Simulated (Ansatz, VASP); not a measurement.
PtSe2: VASP beside Ansatz

```
CELL_PARAMETERS angstrom
3.70687 0.00000 0.00000
-1.85343 3.37075 0.00000
0.00000 0.00000 31.12162
ATOMIC_POSITIONS crystal
Se 0.67113 0.34226 0.45903
Se 0.32887 0.65774 0.54097
Pt 0.00000 0.00000 0.50000
```

Change from the starting cell: strain along y +0.050, atoms relaxed.

Alike in both runs: functional PBE; dispersion D3(BJ); k mesh 12 × 12 × 1; occupations gaussian, width 0.02 eV; no spin polarisation.

Ansatz relaxed the structure, and its values are those at the end. VASP's run is a single point on that final structure, the one shown.

```csv
,VASP,Ansatz
version,VASP 6.6.1,Ansatz 0.2.0
potentials or method,"VASP PAW PBE potentials, release 64 (Se, Pt), cutoff 520 eV","scalar-relativistic, plane waves, PAW"
valence electrons in the cell,22,50
```

|  | VASP | Ansatz | Ansatz less VASP |
| --- | --- | --- | --- |
| gap on the k mesh at the Fermi level (eV) | 1.20 | 1.21 | +0.010 |
| least direct gap on the mesh (eV) | 1.37 | 1.38 | +0.012 |

VASP's potentials hold 22 valence electrons a cell and Ansatz's 50, so a difference there can come from the potentials and not from the codes. Ansatz's warnings: stress scf threshold loose.

Spin-orbit coupling is off throughout.
